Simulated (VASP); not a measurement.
Fe: single point with LDA

Crystal: Fe.

```
Fe
1.0
     2.43416    0.00000    0.00000
    -1.21708    2.10804    0.00000
     0.00000    0.00000    3.84193
Fe
2
Cartesian
  0.0000 1.4054 0.9605
  1.2171 0.7027 2.8815
```

```
Program             : VASP 6.6.1
Task                : single point
Functional          : LDA
Potentials or basis : VASP PAW LDA potentials, release 64 (Fe)
Cutoff              : 520 eV
k mesh              : 15 × 15 × 10
Occupations         : gaussian, width 0.05 eV
Spin                : no spin polarisation
```

```
Pressure               : -10.8 GPa
Band gap on the k mesh : zero (band 8 reaches 8.04 eV, above the bottom of band 9 at 6.17 eV)
```

Stress tensor (GPa, compression positive):
```
-11.13   0.00   0.00
  0.00 -11.13   0.00
  0.00   0.00 -10.11
```

Levels at points of the mesh, in eV from the Fermi level:
| k point | band 4 | band 5 | band 6 | band 7 | band 8 | band 9 | band 10 | band 11 | band 12 | band 13 |
| --- | --- | --- | --- | --- | --- | --- | --- | --- | --- | --- |
| (0.00, 0.00, 0.00) | -1.75 | -1.60 | -1.25 | -1.25 | -0.90 | -0.90 | 0.64 | 0.76 | 0.76 | 9.16 |
| (0.00, 0.00, 0.50) | -2.16 | -1.87 | -1.87 | -1.87 | -1.87 | 0.34 | 0.34 | 0.34 | 0.34 | 17.64 |

Wall time 20 s on 1 thread of Intel(R) Xeon(R) 6975P-C (Granite Rapids), on a shared host, peak memory 0.15 GiB.

Caveat: the run has no spin polarisation, though such a crystal can be magnetic. Spin polarisation is off, so any magnetic state and its effect on volume and gap are missing.
